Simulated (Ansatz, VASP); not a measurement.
**Two plane-wave programs on SiO2**

```
Si O
1.0
    -2.48993    2.48993    3.66899
     2.48993   -2.48993    3.66899
     2.48993    2.48993   -3.66899
Si O
2 4
Direct
  0.00000 0.00000 0.00000
  0.75000 0.25000 0.50000
  0.97167 0.62500 0.84667
  0.37500 0.22167 0.34667
  0.77833 0.12500 0.15333
  0.87500 0.02833 0.65333
```

Alike in both runs: functional PBEsol; k mesh 8 × 8 × 8; occupations gaussian, width 0.02 eV; no spin polarisation.

Ansatz relaxed the structure, and its values are those at the end. VASP's run is a single point on that final structure, the one shown.

|  | VASP | Ansatz |
| --- | --- | --- |
| version | VASP 6.6.1 | Ansatz 0.2.0 |
| potentials or method | VASP PAW PBE potentials, release 64 (Si, O), cutoff 600 eV | scalar-relativistic, plane waves, PAW |
| valence electrons in the cell | 32 | 32 |

```csv
,VASP,Ansatz,Ansatz less VASP
gap on the k mesh at the Fermi level (eV),5.82,5.82,0.000
least direct gap on the mesh (eV),5.82,5.82,0.000
pressure (GPa),0.3,0.0,-0.29
rms of the force components (eV/Å),0.008,0.001,-0.0073
```

VASP's potentials were made for PBE, not for PBEsol.
